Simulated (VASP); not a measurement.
# SnO2 in VASP: further runs, part 2 of 2

VASP 6.6.1.

## (3) Single point, PBE

This run uses another cell than the first one, of the same volume but with other edges.

INCAR

```
SYSTEM = SnO2
PREC = Accurate
ENCUT = 520
EDIFF = 1E-6
ISMEAR = 0
SIGMA = 0.05
LREAL = .False.
LASPH = .True.
NELM = 100
ALGO = Normal
ISIF = 2
LWAVE = .False.
LCHARG = .True.
GGA = PE
LELF = .True.
LVHAR = .True.
NBANDS = 35
```

KPOINTS

```
Automatic mesh
0
Gamma
  6 6 8
  0 0 0
```

POSCAR

```
SnO2
1.0
    4.8804606745      0.0000000000      0.0000000000
    0.0000000000      4.8804744875      0.0000000000
    0.0000000000      0.0000000000      3.1683950699
Sn O
2 4
Direct
    0.5000000000      0.5000000000      0.5000000000
    0.0000000000      0.0000000000      0.0000000000
    0.2699560347      0.2700139271      0.0000000000
    0.7699560347      0.2299860729      0.5000000000
    0.2300439653      0.7700139271      0.5000000000
    0.7300439653      0.7299860729      0.0000000000
```

Potentials or basis: VASP PAW PBE potentials, release 64 (Sn_d, O).

On the command line:

```bash
$ cat potpaw_PBE.64/Sn_d/POTCAR potpaw_PBE.64/O/POTCAR > POTCAR
$ mpirun -np 1 vasp_std > vasp.out
```

OUTCAR:

```text
SYSTEM = SnO2
   PREC = Accurate
   ENCUT = 520
   EDIFF = 1E-6
   ISMEAR = 0
   LREAL = .False.
   LASPH = .True.
   NELM = 100
   ISIF = 2
   GGA = PE

 ion  position               nearest neighbor table
   1  0.500  0.500  0.500-   4 1.86   5 1.86   3 2.24   6 2.24   3 2.24   6 2.24
   2  0.000  0.000  0.000-   3 1.86   6 1.86   5 2.24   4 2.24   4 2.24   5 2.24
   3  0.270  0.270  0.000-   2 1.86   1 2.24   1 2.24
   4  0.770  0.230  0.500-   1 1.86   2 2.24   2 2.24
   5  0.230  0.770  0.500-   1 1.86   2 2.24   2 2.24
   6  0.730  0.730  0.000-   2 1.86   1 2.24   1 2.24

  LATTYP: Found a simple tetragonal cell.
 ALAT       =     4.8804606745
 C/A-ratio  =     0.6492000000

  Lattice vectors:

 A1 = (   4.8804606745,   0.0000000000,   0.0000000000)
 A2 = (   0.0000000000,   4.8804744875,   0.0000000000)
 A3 = (   0.0000000000,   0.0000000000,   3.1683950699)

Analysis of symmetry for initial positions (statically):
=====================================================================
 Subroutine PRICEL returns:
 Original cell was already a primitive cell.

 Routine SETGRP: Setting up the symmetry group for a
 simple tetragonal supercell.

 Subroutine GETGRP returns: Found  8 space group operations
 (whereof  4 operations were pure point group operations)
 out of a pool of 16 trial point group operations.

The static configuration has the point symmetry C_2h.
 The point group associated with its full space group is D_2h.

Analysis of symmetry for dynamics (positions and initial velocities):
=====================================================================
 Subroutine PRICEL returns:
 Original cell was already a primitive cell.

 Routine SETGRP: Setting up the symmetry group for a
 simple tetragonal supercell.
[... 131 lines left out ...]
   IALGO  =     38    algorithm
   IMIX   =      4    mixing-type and parameters
     AMIX     =   0.40;   BMIX     =  1.00
     AMIX_MAG =   1.60;   BMIX_MAG =  1.00
  volume/ion in A,a.u.               =      12.58        84.88
  Fermi-wavevector in a.u.,A,eV,Ry     =   1.445956  2.732461 28.446926  2.090790
  Thomas-Fermi vector in A             =   2.564080
   LORBIT       =      0    0 simple, 1 ext, 2 COOP (PROOUT), +10 PAW based schemes
   GGA     = PE    functional components
   LHFCALC =     F    Hartree Fock is set to
   AEXX    =    0.0000 exact exchange contribution
   IVDW    =     0    specifies the selected vdW correction
   LEPSILON=     F    determine dielectric tensor
   LRPA    =     F    only Hartree local field effects (RPA)
 non-spin polarized calculation
 Gauss-broadening in eV      SIGMA  =   0.05
  energy-cutoff  :      520.00
  volume of cell :       75.47
 maximum number of plane-waves:      2060
   NGX = 19   NGY = 19   NGZ = 11

 number of electron      52.0000016 magnetization

 Free energy of the ion-electron system (eV)
  ---------------------------------------------------
  ext. energy  EPLUGINS =         0.00000000
  ---------------------------------------------------
  free energy    TOTEN  =       -35.05516134 eV

  energy without entropy =      -35.05505396  energy(sigma->0) =      -35.05510765

 E-fermi :   5.6158     XC(G=0): -10.9828

 val. band max:        5.5621639680   @ k =   0.0000   0.0000   0.0000
 cond. band min:       5.6591777230   @ k =   0.0000   0.0000   0.0000
 fundamental gap:      0.0970137550
 Fermi energy:         5.6157725347

 k-point     1 :       0.0000    0.0000    0.0000
  band No.  band energies     occupation
      1     -16.1167      2.00000
      2     -15.6163      2.00000
      3     -14.9861      2.00000
      4     -14.9438      2.00000
      5     -14.8442      2.00000
      6     -14.8442      2.00000
[... 901 lines left out ...]
     34      17.5828      0.00000
     35      17.8984      0.00000

 [... further k-points ...]

------------------------ aborting loop because EDIFF is reached ----------------------------------------

  FORCE on cell =-STRESS in cart. coord.  units (eV):
  Direction    XX          YY          ZZ          XY          YZ          ZX
  --------------------------------------------------------------------------------------
  -------------------------------------------------------------------------------------
  Total        4.9364868      4.9439710      2.6775610      0.0000000      0.0000000      0.0000000
  in kB      104.8012284    104.9601165     56.8444106      0.0000000      0.0000000      0.0000000
  external PRESSURE =      88.8685852 kB  Pullay stress =       0.0000000 kB

 VOLUME and BASIS-vectors are now :
 -----------------------------------------------------------------------------
  energy-cutoff  :      520.00
  volume of cell :       75.47
      direct lattice vectors                 reciprocal lattice vectors
     4.880460675  0.000000000  0.000000000     0.204898690  0.000000000  0.000000000
     0.000000000  4.880474487  0.000000000     0.000000000  0.204898110  0.000000000
     0.000000000  0.000000000  3.168395070     0.000000000  0.000000000  0.315617206

 POSITION                                       TOTAL-FORCE (eV/Angst)
 -----------------------------------------------------------------------------------
      2.44023      2.44024      1.58420         0.000000     -0.000000      0.000000
      0.00000      0.00000      0.00000         0.000000     -0.000000      0.000000
      1.31751      1.31780      0.00000         3.143816      3.144035     -0.000000
      3.75774      1.12244      1.58420         3.143816     -3.144035     -0.000000
      1.12272      3.75803      1.58420        -3.143816      3.144035      0.000000
      3.56295      3.56268      0.00000        -3.143816     -3.144035      0.000000
 -----------------------------------------------------------------------------------
    total drift:                                0.000000      0.000000      0.000000

  FREE ENERGIE OF THE ION-ELECTRON SYSTEM (eV)
  ---------------------------------------------------
  free  energy   TOTEN  =       -35.0551613357 eV

  energy  without entropy=      -35.0550539607  energy(sigma->0) =      -35.05510765
```

Run time: 70 s. Hardware: 1 thread of AMD EPYC 9R45 (Zen 5), shared host; peak memory 0.26 GiB.

Results:

| Quantity | Value |
| --- | --- |
| Free energy | -35.0552 eV |
| Pressure | 8.9 GPa |
| Largest force | 4.446 eV/Å |
| Band gap on the k mesh | 0.10 eV |

Forces in eV/Å, atoms in the order of the input:
```
Sn   0.000  0.000  0.000
Sn   0.000  0.000  0.000
O    3.144  3.144  0.000
O    3.144 -3.144  0.000
O   -3.144  3.144  0.000
O   -3.144 -3.144  0.000
```

Stress tensor (GPa, compression positive):
```
10.48  0.00  0.00
 0.00 10.50  0.00
 0.00  0.00  5.68
```

Levels at points of the mesh, in eV from the valence-band top:
| k point | band 24 | band 25 | band 26 | band 27 | band 28 | band 29 |
| --- | --- | --- | --- | --- | --- | --- |
| (0.00, 0.00, 0.00) | -0.83 | -0.83 | 0.00 | 0.10 | 6.02 | 6.02 |
| (0.50, 0.00, 0.00) | -1.06 | -0.49 | -0.49 | 3.79 | 3.79 | 7.71 |
| (0.00, 0.50, 0.00) | -1.06 | -0.49 | -0.49 | 3.79 | 3.79 | 7.71 |
| (0.50, 0.50, 0.00) | -1.23 | -0.92 | -0.92 | 4.89 | 4.89 | 7.58 |
| (0.00, 0.00, 0.50) | -1.56 | -1.19 | -1.19 | 5.11 | 5.11 | 7.51 |
| (0.50, 0.00, 0.50) | -1.04 | -0.70 | -0.70 | 5.60 | 5.60 | 5.81 |
| (0.00, 0.50, 0.50) | -1.04 | -0.70 | -0.70 | 5.59 | 5.59 | 5.81 |
| (0.50, 0.50, 0.50) | -0.77 | -0.62 | -0.62 | 2.51 | 2.51 | 8.90 |

Caveat: the cell stands under pressure; semilocal functionals underestimate gaps, and a narrow one can read as zero; spin-orbit coupling is left out, which moves the levels of the heavy elements; forces of over 1 eV/Å act on the atoms, so gaps and moduli don't describe the material at rest.

## (4) Single point, PBE

This run uses another cell than the first one, of the same volume but with other edges.

INCAR

```
SYSTEM = SnO2
PREC     = Accurate       ! precision mode
ENCUT    = 520            ! plane-wave cutoff, eV
EDIFF    = 1E-6           ! SCF threshold, eV
ISMEAR   = 0              ! smearing method
SIGMA    = 0.05           ! smearing width, eV
LREAL    = .False.        ! projectors in reciprocal space
LASPH    = .True.         ! aspherical terms in the spheres
NELM     = 60             ! most SCF steps
ALGO     = Normal         ! electronic algorithm
ISIF     = 2              ! what is computed and relaxed
LWAVE    = .False.        ! write WAVECAR
LCHARG   = .False.        ! write CHGCAR
GGA      = PE             ! functional
NBANDS   = 35             ! bands
```

KPOINTS is that of step 3.

POSCAR

```
SnO2
1.0
    4.8023404495      0.0000000000      0.0000000000
    0.0000000000      4.8023540414      0.0000000000
    0.0000000000      0.0000000000      3.2723147823
Sn O
2 4
Direct
    0.5000000000      0.5000000000      0.5000000000
    0.0000000000      0.0000000000      0.0000000000
    0.2772793161      0.2773372085      0.0000000000
    0.7772793161      0.2226627915      0.5000000000
    0.2227206839      0.7773372085      0.5000000000
    0.7227206839      0.7226627915      0.0000000000
```

On the command line:

```bash
$ cat potpaw_PBE.64/Sn_d/POTCAR potpaw_PBE.64/O/POTCAR > POTCAR
$ mpirun -np 1 vasp_std > vasp.out
```

Run time: 61 s. Hardware: 1 thread of AMD EPYC 9R45 (Zen 5), shared host; peak memory 0.26 GiB.

The run converged. Its results:

| Item | Value |
| --- | --- |
| Free energy | -35.7628 eV |
| Pressure | 6.3 GPa |
| Largest force | 3.862 eV/Å |
| Band gap on the k mesh | 0.22 eV |

Forces in eV/Å, atoms in the order of the input:
```
Sn   0.000  0.000  0.000
Sn   0.000  0.000  0.000
O    2.731  2.731  0.000
O    2.731 -2.731  0.000
O   -2.731  2.731  0.000
O   -2.731 -2.731  0.000
```

Stress tensor (GPa, compression positive):
```
10.28  0.00  0.00
 0.00 10.30  0.00
 0.00  0.00 -1.62
```

Levels at points of the mesh, in eV from the valence-band top:
```csv
k point,band 23,band 24,band 25,band 26,band 27,band 28,band 29,band 30
"(0.00, 0.00, 0.00)",-1.23,-0.83,-0.83,0.00,0.22,5.73,5.73,6.70
"(0.50, 0.00, 0.00)",-1.22,-1.22,-0.55,-0.55,3.92,3.92,7.21,7.21
"(0.00, 0.50, 0.00)",-1.22,-1.22,-0.55,-0.55,3.92,3.92,7.21,7.21
"(0.50, 0.50, 0.00)",-1.42,-1.42,-0.89,-0.89,4.87,4.87,7.31,7.31
"(0.00, 0.00, 0.50)",-1.65,-1.65,-1.21,-1.21,5.19,5.19,8.21,8.21
"(0.50, 0.00, 0.50)",-1.06,-1.06,-0.72,-0.72,5.60,5.60,6.63,6.63
"(0.00, 0.50, 0.50)",-1.06,-1.06,-0.72,-0.72,5.60,5.60,6.63,6.63
"(0.50, 0.50, 0.50)",-0.78,-0.78,-0.67,-0.67,2.96,2.96,9.34,9.34
```

Caveat: the stress differs along the axes, from -2 to 10 GPa; semilocal functionals underestimate gaps, and a narrow one can read as zero; spin-orbit coupling is left out, which moves the levels of the heavy elements; forces of over 1 eV/Å act on the atoms, so gaps and moduli don't describe the material at rest.

## (5) Single point, PBE

This run uses another cell than the first one, of the same volume but with other edges.

INCAR

```
PREC = Accurate
ENCUT = 520
EDIFF = 1E-6
ISMEAR = 0
SIGMA = 0.05
LREAL = False
LASPH = True
NELM = 80
ALGO = Normal
ISIF = 2
LWAVE = False
LCHARG = True
GGA = PE
LELF = True
LVHAR = True
NBANDS = 35
```

KPOINTS

```
Automatic mesh
0
Gamma
  6 6 8
```

POSCAR

```
SnO2
1.0
    4.8539386023      0.0000000000      0.0000000000
    0.0000000000      4.8539523402      0.0000000000
    0.0000000000      0.0000000000      3.2031140837
Sn O
2 4
Direct
    0.5000000000      0.5000000000      0.5000000000
    0.0000000000      0.0000000000      0.0000000000
    0.2919258790      0.2919837714      0.0000000000
    0.7919258790      0.2080162286      0.5000000000
    0.2080741210      0.7919837714      0.5000000000
    0.7080741210      0.7080162286      0.0000000000
```

On the command line:

```bash
$ cat potpaw_PBE.64/Sn_d/POTCAR potpaw_PBE.64/O/POTCAR > POTCAR
$ mpirun -np 1 vasp_std > vasp.out
```

Run time: 64 s. Hardware: 1 thread of AMD EPYC 9R45 (Zen 5), shared host; peak memory 0.26 GiB.

Results (log left out):

- Free energy: -36.9360 eV
- Pressure: 0.1 GPa
- Largest force: 1.828 eV/Å
- Band gap on the k mesh: 0.32 eV

Forces in eV/Å, atoms in the order of the input:
```
Sn   0.000  0.000  0.000
Sn   0.000  0.000  0.000
O    1.293  1.293  0.000
O    1.293 -1.293  0.000
O   -1.293  1.293  0.000
O   -1.293 -1.293  0.000
```

Stress tensor (GPa, compression positive):
```
-0.17  0.00  0.00
 0.00 -0.16  0.00
 0.00  0.00  0.69
```

Levels at points of the mesh, in eV from the valence-band top:
```csv
k point,band 23,band 24,band 25,band 26,band 27,band 28,band 29,band 30
"(0.00, 0.00, 0.00)",-1.28,-0.81,-0.81,0.00,0.32,5.97,5.97,6.27
"(0.50, 0.00, 0.00)",-1.21,-1.21,-0.58,-0.58,3.78,3.78,7.10,7.10
"(0.00, 0.50, 0.00)",-1.21,-1.21,-0.58,-0.58,3.78,3.78,7.10,7.10
"(0.50, 0.50, 0.00)",-1.35,-1.35,-0.94,-0.94,4.51,4.51,7.31,7.31
"(0.00, 0.00, 0.50)",-1.60,-1.60,-1.19,-1.19,5.25,5.25,8.68,8.68
"(0.50, 0.00, 0.50)",-1.06,-1.06,-0.81,-0.81,5.51,5.51,7.07,7.07
"(0.00, 0.50, 0.50)",-1.06,-1.06,-0.81,-0.81,5.51,5.51,7.07,7.07
"(0.50, 0.50, 0.50)",-0.83,-0.83,-0.81,-0.81,3.48,3.48,9.04,9.04
```

Caveat: semilocal functionals underestimate gaps, and a narrow one can read as zero; spin-orbit coupling is left out, which moves the levels of the heavy elements; forces of over 1 eV/Å act on the atoms, so gaps and moduli don't describe the material at rest.

## (6) The runs side by side

| cell | gap on the mesh (eV) | pressure (GPa) | largest force (eV/Å) |
| --- | --- | --- | --- |
| a = 4.753, b = 4.753, c = 3.341 Å, 6 atoms, atomic positions A | 0.72 | 11.2 | 4.98 |
| a = 4.880, b = 4.880, c = 3.168 Å, 6 atoms, atomic positions B | 0.10 | 8.9 | 4.45 |
| a = 4.802, b = 4.802, c = 3.272 Å, 6 atoms, atomic positions C | 0.22 | 6.3 | 3.86 |
| a = 4.854, b = 4.854, c = 3.203 Å, 6 atoms, atomic positions D | 0.32 | 0.1 | 1.83 |

Alike in all rows: task single point; level PBE; potentials or basis VASP PAW PBE potentials, release 64 (Sn_d, O); no spin polarisation; k mesh 6 × 6 × 8; cutoff (eV) 520; smearing gaussian 0.05 eV.

Caveats: semilocal functionals underestimate gaps, and a narrow one can read as zero; spin-orbit coupling is left out, which moves the levels of the heavy elements; forces of over 1 eV/Å act on the atoms, so gaps and moduli don't describe the material at rest; the cell stands under pressure (at least some runs); the stress differs along the axes, from -2 to 10 GPa (at least some runs).

Total energies depend on the potentials used, so only differences within one code and one set of settings carry meaning.
